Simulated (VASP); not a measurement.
# Sb (Pm-3m) in VASP: notebook

Runs on Sb. Level: PBE. Tasks: single point, relaxation of cell and atoms.

Everything below comes from runs of VASP 6.6.1. Logs are shortened: lines on timing, memory, paths and dates and some standing lists are left out, and cuts for length are marked.

## Step 1: The cell of the first run

Symmetry: Pm-3m, No. 221, cubic system. Conventional cell: a = 3.111 Å, b = 3.111 Å, c = 3.111 Å, α = 90.00°, β = 90.00°, γ = 90.00°. Sb (site symmetry m-3m) has 6 Sb at 3.11 Å within 4.1 Å.

## Step 2: Single point, PBE

File INCAR:

```
SYSTEM = Sb
PREC = Accurate ; ENCUT = 500
EDIFF = 1E-6 ; ISMEAR = -1
SIGMA = 0.05 ; LREAL = .FALSE.
LASPH = .TRUE. ; NELM = 120
ALGO = Normal ; ISIF = 2
LWAVE = .FALSE. ; LCHARG = .FALSE.
GGA = PE ; NBANDS = 8
GGA_COMPAT = .FALSE.
```

File KPOINTS:

```
Automatic mesh
0
G
  12 12 12
  0 0 0
```

File POSCAR:

```
Sb
1.0
    3.1111226451      0.0000000000      0.0000000000
    0.0000000000      3.1111226451      0.0000000000
    0.0000000000      0.0000000000      3.1111226451
Sb
1
Direct
    0.0000000000      0.0000000000      0.0000000000
```

Potentials or basis: VASP PAW PBE potentials, release 64 (Sb).

Run with:

```console
$ cat potpaw_PBE.64/Sb/POTCAR > POTCAR
$ mpirun -np 1 vasp_std > vasp.out
```

OUTCAR:

```text
SYSTEM = Sb
   PREC = Accurate
   ENCUT = 500
   EDIFF = 1E-6
   ISMEAR = -1
   LREAL = .FALSE.
   LASPH = .TRUE.
   NELM = 120
   ISIF = 2
   GGA = PE

 ion  position               nearest neighbor table
   1  0.000  0.000  0.000-

  LATTYP: Found a simple cubic cell.
 ALAT       =     3.1111226451

  Lattice vectors:

 A1 = (   3.1111226451,   0.0000000000,   0.0000000000)
 A2 = (   0.0000000000,   3.1111226451,   0.0000000000)
 A3 = (   0.0000000000,   0.0000000000,   3.1111226451)

Analysis of symmetry for initial positions (statically):
=====================================================================
 Subroutine PRICEL returns:
 Original cell was already a primitive cell.

 Routine SETGRP: Setting up the symmetry group for a
 simple cubic supercell.

 Subroutine GETGRP returns: Found 48 space group operations
 (whereof 48 operations were pure point group operations)
 out of a pool of 48 trial point group operations.

The static configuration has the point symmetry O_h .

Analysis of symmetry for dynamics (positions and initial velocities):
=====================================================================
 Subroutine PRICEL returns:
 Original cell was already a primitive cell.

 Routine SETGRP: Setting up the symmetry group for a
 simple cubic supercell.

 Subroutine GETGRP returns: Found 48 space group operations
 (whereof 48 operations were pure point group operations)
 out of a pool of 48 trial point group operations.

The dynamic configuration has the point symmetry O_h .

 Subroutine INISYM returns: Found 48 space group operations
 (whereof 48 operations are pure point group operations),
 and found     1 'primitive' translations

----------------------------------------------------------------------------------------

                                     Primitive cell

  volume of cell :      30.1128

  direct lattice vectors                    reciprocal lattice vectors
     3.111122645  0.000000000  0.000000000     0.321427380  0.000000000  0.000000000
     0.000000000  3.111122645  0.000000000     0.000000000  0.321427380  0.000000000
     0.000000000  0.000000000  3.111122645     0.000000000  0.000000000  0.321427380

  length of vectors
     3.111122645  3.111122645  3.111122645     0.321427380  0.321427380  0.321427380

  position of ions in fractional coordinates (direct lattice)
     0.000000000  0.000000000  0.000000000

  ion indices of the primitive-cell ions
   primitive index   ion index
                 1           1

----------------------------------------------------------------------------------------

 KPOINTS: Automatic mesh

Automatic generation of k-mesh.
 Grid dimensions read from file:
 generate k-points for:   12   12   12

 Generating k-lattice:

  Cartesian coordinates                     Fractional coordinates (reciprocal lattice)
     0.026785615  0.000000000  0.000000000     0.083333333  0.000000000  0.000000000
     0.000000000  0.026785615  0.000000000     0.000000000  0.083333333  0.000000000
     0.000000000  0.000000000  0.026785615     0.000000000  0.000000000  0.083333333

  Length of vectors
     0.026785615  0.026785615  0.026785615

  Shift w.r.t. Gamma in fractional coordinates (k-lattice)
     0.000000000  0.000000000  0.000000000

 Subroutine IBZKPT returns following result:
 ===========================================

 Found     84 irreducible k-points:

 Following reciprocal coordinates:
            Coordinates               Weight
  0.000000  0.000000  0.000000      1.000000
  0.083333  0.000000  0.000000      6.000000
  0.166667  0.000000  0.000000      6.000000
  0.250000  0.000000  0.000000      6.000000
  0.333333  0.000000  0.000000      6.000000
  0.416667  0.000000  0.000000      6.000000
[... 16 lines left out ...]
  0.333333  0.333333  0.000000     12.000000
  0.416667  0.333333  0.000000     24.000000
 [... further k-points ...]
   k-points           NKPTS =     84   k-points in BZ     NKDIM =     84   number of bands    NBANDS=      8
   number of dos      NEDOS =    301   number of ions     NIONS =      1
   total plane-waves  NPLWV =  13824
   dimension x,y,z NGX =    24 NGY =   24 NGZ =   24
   dimension x,y,z NGXF=    48 NGYF=   48 NGZF=   48
   ions per type =               1
   NGX,Y,Z   is equivalent  to a cutoff of  12.82, 12.82, 12.82 a.u.
   NGXF,Y,Z  is equivalent  to a cutoff of  25.65, 25.65, 25.65 a.u.
 SYSTEM =  Sb
   PREC   = accura    normal or accurate (medium, high low for compatibility)
   ISTART =      0    job   : 0-new  1-cont  2-samecut
   ICHARG =      2    charge: 1-file 2-atom 10-const
   ISPIN  =      1    spin polarized calculation?
   LNONCOLLINEAR =      F non collinear calculations
   LSORBIT =      F    spin-orbit coupling
   LASPH  =      T    aspherical Exc in radial PAW
   ENCUT  =  500.0 eV  36.75 Ry    6.06 a.u.   5.67  5.67  5.67*2*pi/ulx,y,z
   NELM   =    120;   NELMIN=  2; NELMDL= -5     # of ELM steps
   EDIFF  = 0.1E-05   stopping-criterion for ELM
   LREAL  =      F    real-space projection
   EDIFFG = 0.1E-04   stopping-criterion for IOM
   NSW    =      0    number of steps for IOM
   IBRION =     -1    ionic relax: 0-MD 1-quasi-New 2-CG
   NFREE  =      0    steps in history (QN), initial steepest desc. (CG)
   ISIF   =      2    stress and relaxation
   ISYM   =      2    0-nonsym 1-usesym 2-fastsym
   POTIM  = 0.5000    time-step for ionic-motion
   TEBEG  =    0.0;   TEEND  =   0.0 temperature during run
   PSTRESS=    0.0 pullay stress
   NELECT =       5.0000    total number of electrons
   NUPDOWN=      -1.0000    fix difference up-down
   EMIN   =  10.00;   EMAX   =-10.00  energy-range for DOS
   EFERMI =   0.00;   METHOD = LEGACY
   ISMEAR =    -1;   SIGMA  =   0.05  broadening in eV -4-tet -1-fermi 0-gaus
   EFERMI_NEDOS =   21; number of points for ismear=-14 and -15
   IALGO  =     38    algorithm
   IMIX   =      4    mixing-type and parameters
     AMIX     =   0.40;   BMIX     =  1.00
     AMIX_MAG =   1.60;   BMIX_MAG =  1.00
  volume/ion in A,a.u.               =      30.11       203.21
  Fermi-wavevector in a.u.,A,eV,Ry     =   0.899804  1.700382 11.015908  0.809646
  Thomas-Fermi vector in A             =   2.022683
   LORBIT       =      0    0 simple, 1 ext, 2 COOP (PROOUT), +10 PAW based schemes
   GGA     = PE    functional components
[... 34 lines left out ...]
      4      10.2592      0.00000
      5      13.9262      0.00000
      6      13.9262      0.00000
      7      15.2199      0.00000
      8      24.5987      0.00000

 k-point     2 :       0.0833    0.0000    0.0000
  band No.  band energies     occupation
      1      -5.1986      2.00000
      2       9.0620      0.00000
      3      10.3572      0.00000
      4      10.3572      0.00000
      5      14.0056      0.00000
      6      14.5869      0.00000
      7      15.9774      0.00000
      8      23.7213      0.00000

 k-point     3 :       0.1667    0.0000    0.0000
  band No.  band energies     occupation
      1      -4.9037      2.00000
      2       7.0406      1.56070
      3      10.6408      0.00000
      4      10.6408      0.00000
      5      14.2420      0.00000
      6      15.0398      0.00000
      7      18.1840      0.00000
      8      22.3079      0.00000

 k-point     4 :       0.2500    0.0000    0.0000
  band No.  band energies     occupation
      1      -4.4296      2.00000
      2       5.0622      2.00000
      3      11.0757      0.00000
      4      11.0757      0.00000
      5      14.6276      0.00000
      6      15.5122      0.00000
      7      20.5366      0.00000
      8      20.9031      0.00000

 k-point     5 :       0.3333    0.0000    0.0000
  band No.  band energies     occupation
      1      -3.8214      2.00000
      2       3.3319      2.00000
      3      11.5892      0.00000
      4      11.5892      0.00000
      5      15.1383      0.00000
      6      16.1395      0.00000
      7      19.6668      0.00000
      8      19.6668      0.00000

 k-point     6 :       0.4167    0.0000    0.0000
  band No.  band energies     occupation
      1      -3.2091      2.00000
      2       2.0316      2.00000
      3      12.0435      0.00000
      4      12.0435      0.00000
      5      15.6906      0.00000
      6      16.9279      0.00000
      7      18.7691      0.00000
      8      18.7691      0.00000

 k-point     7 :       0.5000    0.0000    0.0000
  band No.  band energies     occupation
      1      -2.9135      2.00000
      2       1.5045      2.00000
      3      12.2350      0.00000
      4      12.2350      0.00000
      5      15.9880      0.00000
      6      17.5895      0.00000
      7      18.4284      0.00000
      8      18.4284      0.00000

 k-point     8 :       0.0833    0.0833    0.0000
  band No.  band energies     occupation
      1      -5.0990      2.00000
      2       9.0807      0.00000
      3       9.2413      0.00000
      4      10.4552      0.00000
      5      14.3466      0.00000
      6      15.3861      0.00000
      7      16.3196      0.00000
      8      22.5739      0.00000

 k-point     9 :       0.1667    0.0833    0.0000
  band No.  band energies     occupation
      1      -4.8040      2.00000
      2       7.1346      0.70319
      3       9.4518      0.00000
      4      10.7391      0.00000
      5      14.6309      0.00000
      6      16.0146      0.00000
      7      18.2283      0.00000
      8      20.9890      0.00000

 k-point    10 :       0.2500    0.0833    0.0000
  band No.  band energies     occupation
      1      -4.3297      2.00000
      2       5.1579      2.00000
      3       9.8935      0.00000
      4      11.1746      0.00000
      5      15.0392      0.00000
      6      16.3920      0.00000
      7      19.2269      0.00000
      8      20.8195      0.00000
[... 78 lines left out ...]
 k-point    18 :       0.5000    0.1667    0.0000
  band No.  band energies     occupation
      1      -2.5116      2.00000
      2       1.8768      2.00000
      3       9.1996      0.00000
      4      12.6271      0.00000
      5      13.9993      0.00000
      6      17.1974      0.00000
      7      18.4580      0.00000
      8      18.7290      0.00000

 k-point    19 :       0.2500    0.2500    0.0000
  band No.  band energies     occupation
      1      -3.5576      2.00000
      2       5.6871      2.00000
      3       6.1094      2.00000
      4      11.8997      0.00000
      5      15.0500      0.00000
      6      16.0725      0.00000
      7      20.8848      0.00000
      8      21.4944      0.00000

 k-point    20 :       0.3333    0.2500    0.0000
  band No.  band energies     occupation
      1      -2.9450      2.00000
      2       4.1412      2.00000
      3       6.4733      1.99999
      4      12.4181      0.00000
      5      13.7097      0.00000
      6      16.5117      0.00000
      7      20.3077      0.00000
      8      20.6759      0.00000

 k-point    21 :       0.4167    0.2500    0.0000
  band No.  band energies     occupation
      1      -2.3249      2.00000
      2       2.8406      2.00000
      3       6.9879      1.82158
      4      12.6358      0.00000
      5      12.8775      0.00000
      6      17.1994      0.00000
      7      19.4280      0.00000
      8      19.5759      0.00000

 k-point    22 :       0.5000    0.2500    0.0000
  band No.  band energies     occupation
      1      -2.0235      2.00000
      2       2.3088      2.00000
      3       7.2217      0.17346
      4      12.2124      0.00000
      5      13.0715      0.00000
      6      17.7157      0.00000
      7      18.8979      0.00000
      8      19.0926      0.00000

 k-point    23 :       0.3333    0.3333    0.0000
  band No.  band energies     occupation
      1      -2.3263      2.00000
      2       4.5007      2.00000
      3       4.9158      2.00000
      4      12.2223      0.00000
      5      12.9384      0.00000
      6      17.0824      0.00000
      7      20.6618      0.00000
      8      20.8526      0.00000

 k-point    24 :       0.4167    0.3333    0.0000
  band No.  band energies     occupation
      1      -1.6956      2.00000
      2       3.3680      2.00000
      3       5.2363      2.00000
      4      11.1328      0.00000
      5      13.3987      0.00000
      6      17.7893      0.00000
      7      19.8912      0.00000
      8      20.1357      0.00000

 [... further k-points ...]
[... 5 lines left out ...]
  --------------------------------------------------------------------------------------
  -------------------------------------------------------------------------------------
  Total       -0.0050321     -0.0050321     -0.0050321     -0.0000000      0.0000000      0.0000000
  in kB       -0.2677394     -0.2677394     -0.2677394     -0.0000000      0.0000000      0.0000000
  external PRESSURE =      -0.2677394 kB  Pullay stress =       0.0000000 kB

 VOLUME and BASIS-vectors are now :
 -----------------------------------------------------------------------------
  energy-cutoff  :      500.00
  volume of cell :       30.11
      direct lattice vectors                 reciprocal lattice vectors
     3.111122645  0.000000000  0.000000000     0.321427380  0.000000000  0.000000000
     0.000000000  3.111122645  0.000000000     0.000000000  0.321427380  0.000000000
     0.000000000  0.000000000  3.111122645     0.000000000  0.000000000  0.321427380

 POSITION                                       TOTAL-FORCE (eV/Angst)
 -----------------------------------------------------------------------------------
      0.00000      0.00000      0.00000         0.000000      0.000000      0.000000
 -----------------------------------------------------------------------------------
    total drift:                               -0.000000      0.000000      0.000000

  FREE ENERGIE OF THE ION-ELECTRON SYSTEM (eV)
  ---------------------------------------------------
  free  energy   TOTEN  =        -4.0811139676 eV

  energy  without entropy=       -4.0748491966  energy(sigma->0) =       -4.07798158
```

Run time: 6.9 s. Hardware: 1 thread of Intel Xeon Platinum 8488C (Sapphire Rapids), shared host; peak memory 0.14 GiB.

Results:

| Quantity | Value |
| --- | --- |
| Free energy | -4.0811 eV |
| Pressure | 0.0 GPa |

Caveat: spin-orbit coupling is left out, which moves the levels of the heavy elements.

## Step 3: Single point, PBE

File INCAR:

```
ALGO = Normal
EDIFF = 1E-6
ENCUT = 500
GGA = PE
GGA_COMPAT = False
ISIF = 2
ISMEAR = -1
LASPH = True
LCHARG = True
LELF = True
LREAL = False
LVHAR = True
LWAVE = False
NBANDS = 8
NELM = 120
PREC = Accurate
SIGMA = 0.05
```

File KPOINTS:

```
k-points
0
Gamma
  12 12 12
```

POSCAR is that of step 2.

Potentials or basis: VASP PAW PBE potentials, release 64 (Sb).

Run with:

```console
$ cat potpaw_PBE.64/Sb/POTCAR > POTCAR
$ mpirun -np 1 vasp_std > vasp.out
```

Wall time 7.3 s (1 thread of Intel Xeon Platinum 8488C (Sapphire Rapids), shared host); peak memory 0.14 GiB.

It converged, with:

```
Free energy : -4.0811 eV
Pressure    : 0.0 GPa
```

Levels at points of the mesh, in eV from the Fermi level:
```tsv
k point	band 1	band 2	band 3	band 4	band 5	band 6
(0.00, 0.00, 0.00)	-12.40	3.16	3.16	3.16	6.82	6.82
(0.50, 0.00, 0.00)	-10.02	-5.60	5.13	5.13	8.88	10.49
(0.50, 0.50, 0.00)	-7.49	-3.58	-3.58	2.13	7.14	12.67
(0.50, 0.50, 0.50)	-4.67	-1.69	-1.69	-1.69	4.76	4.76
```

Caveat: spin-orbit coupling is left out, which moves the levels of the heavy elements.

## Step 4: Relaxation of cell and atoms, PBE

This run uses another cell than the first one, of 30.24 Å³/atom, 1.004 times its volume.

File INCAR:

```
ALGO = Normal ; EDIFF = 1E-7
EDIFFG = -0.005 ; ENCUT = 500
GGA = PE ; GGA_COMPAT = F
IBRION = 2 ; ISIF = 3
ISMEAR = -1 ; LASPH = T
LCHARG = F ; LREAL = F
LWAVE = F ; NELM = 120
NELMIN = 4 ; NSW = 60
PREC = Accurate ; SIGMA = 0.05
```

KPOINTS is that of step 3.

File POSCAR:

```
Sb
1.0
    3.1154964611      0.0000000000      0.0000000000
    0.0000000000      3.1154964611      0.0000000000
    0.0000000000      0.0000000000      3.1154964611
Sb
1
Direct
    0.0000000000      0.0000000000      0.0000000000
```

Run with:

```console
$ cat potpaw_PBE.64/Sb/POTCAR > POTCAR
$ mpirun -np 1 vasp_std > vasp.out
```

It took 10 s on 1 thread of Intel Xeon Platinum 8488C (Sapphire Rapids), shared host; peak memory 0.14 GiB.

It converged, with:

```yaml
Free_energy: -4.0811 eV
Relaxed_volume: 30.09 Å³/atom
Relaxed_cell: a = 3.110 Å, b = 3.110 Å, c = 3.110 Å, α = 90.00°, β = 90.00°, γ = 90.00°
Space_group_after_relaxing_to_0.05_Å: Pm-3m (No. 221)
Energy_gained_by_relaxing: 0.1 meV/atom
Ionic_steps: 3
Pressure_after_relaxing: 0.0 GPa
```

The path:
| step | energy change (eV) | largest force (eV/Å) | pressure (GPa) | volume (Å³) |
| --- | --- | --- | --- | --- |
| 1 | 0.0000 | 0.0000 | -0.25 | 30.24 |
| 2 | -0.0001 | 0.0000 | 0.12 | 30.03 |
| 3 | -0.0001 | 0.0000 | 0.01 | 30.09 |

Final structure:
```
Sb
1.0
     3.11048    0.00000    0.00000
     0.00000    3.11048    0.00000
     0.00000    0.00000    3.11048
Sb
1
Direct
  0.00000 0.00000 0.00000
```

Levels at points of the mesh, in eV from the Fermi level:
| k point | band 1 | band 2 | band 3 | band 4 | band 5 | band 6 |
| --- | --- | --- | --- | --- | --- | --- |
| (0.00, 0.00, 0.00) | -12.41 | 3.16 | 3.16 | 3.16 | 6.82 | 6.82 |
| (0.50, 0.00, 0.00) | -10.02 | -5.60 | 5.13 | 5.13 | 8.89 | 10.49 |
| (0.50, 0.50, 0.00) | -7.49 | -3.58 | -3.58 | 2.13 | 7.14 | 12.68 |
| (0.50, 0.50, 0.50) | -4.67 | -1.69 | -1.69 | -1.69 | 4.76 | 4.76 |

Caveat: spin-orbit coupling is left out, which moves the levels of the heavy elements.

## Step 5: Single point, PBE (volume scaled by 0.4)

File INCAR:

```
SYSTEM = Sb
PREC = Accurate
ENCUT = 500
EDIFF = 1E-6
ISMEAR = -1
SIGMA = 0.05
LREAL = .False.
LASPH = .True.
NELM = 120
ALGO = Normal
ISIF = 2
LWAVE = .False.
LCHARG = .True.
GGA = PE
LELF = .True.
LVHAR = .True.
NBANDS = 8
GGA_COMPAT = .False.
```

File KPOINTS:

```
Automatic mesh
0
Gamma
  12 12 12
  0 0 0
```

File POSCAR:

```
Sb
1.0
    2.2922947642      0.0000000000      0.0000000000
    0.0000000000      2.2922947642      0.0000000000
    0.0000000000      0.0000000000      2.2922947642
Sb
1
Direct
    0.0000000000      0.0000000000      0.0000000000
```

Run with:

```console
$ cat potpaw_PBE.64/Sb/POTCAR > POTCAR
$ mpirun -np 1 vasp_std > vasp.out
```

It took 12 s on 1 thread of Intel Xeon 8259CL, shared host; peak memory 0.12 GiB.

It converged, with:

| Item | Value |
| --- | --- |
| Free energy | 5.9913 eV |
| Pressure | 418.0 GPa |

Levels at points of the mesh, in eV from the Fermi level:
| k point | band 1 | band 2 | band 3 | band 4 | band 5 | band 6 | band 7 |
| --- | --- | --- | --- | --- | --- | --- | --- |
| (0.00, 0.00, 0.00) | -23.42 | 5.25 | 5.25 | 5.25 | 9.05 | 9.05 | 15.06 |
| (0.50, 0.00, 0.00) | -15.25 | -14.63 | 9.43 | 11.82 | 11.99 | 11.99 | 12.81 |
| (0.50, 0.50, 0.00) | -9.11 | -9.11 | -5.81 | -1.86 | 14.49 | 14.49 | 17.10 |
| (0.50, 0.50, 0.50) | -3.34 | -3.34 | -3.34 | 1.77 | 3.93 | 3.93 | 3.93 |

Caveat: the cell differs from its parent crystal (volume scaled by 0.4); spin-orbit coupling is left out, which moves the levels of the heavy elements.

## Step 6: Summary

| task | cell | gap on the mesh (eV) | pressure (GPa) |
| --- | --- | --- | --- |
| single point | a = 3.111 Å, 1 atom | none | 0.0 |
| relaxation of cell and atoms | relaxed from a = 3.115 Å, 1 atom | none | 0.0 |
| single point | a = 2.292 Å, 1 atom | none | 418.0 |

Alike in all rows: level PBE; potentials or basis VASP PAW PBE potentials, release 64 (Sb); no spin polarisation; k mesh 12 × 12 × 12; cutoff (eV) 500; smearing fermi-dirac 0.05 eV.

Caveats: spin-orbit coupling is left out, which moves the levels of the heavy elements.

Absolute energies hang on the potentials; compare differences alone.
